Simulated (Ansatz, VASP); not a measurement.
## Two plane-wave programs on Au

```
Au
1.0
     2.90000    0.00000    0.00000
    -1.45000    2.51147    0.00000
     0.00000    0.00000    4.75800
Au
2
Direct
  0.33333 0.66667 0.75000
  0.66667 0.33333 0.25000
```

Change from the starting cell: strain +0.000 along x and y, -0.025 along z, atoms carried along.

Alike in both runs: task single point; functional PBEsol; k mesh 18 × 18 × 10; occupations gaussian, width 0.15 eV; no spin polarisation.

|  | VASP | Ansatz |
| --- | --- | --- |
| version | VASP 6.6.1 | Ansatz 0.2.0 |
| potentials or method | VASP PAW PBE potentials, release 64 (Au), cutoff 520 eV | scalar-relativistic, plane waves, PAW |
| valence electrons in the cell | 22 | 38 |

```tsv
	VASP	Ansatz	Ansatz less VASP
gap on the k mesh at the Fermi level (eV)	none	none	-
pressure (GPa)	-3.0	-2.8	+0.19
traceless stress, the component that is largest in VASP (GPa)	1.08	1.09	+0.018
```

VASP's potentials were made for PBE, not for PBEsol. A gap of «none» marks a metal or a gap that the smearing closes. VASP's potentials hold 22 valence electrons a cell and Ansatz's 38, so a difference there can come from the potentials and not from the codes.

Neither program's run includes spin-orbit coupling.
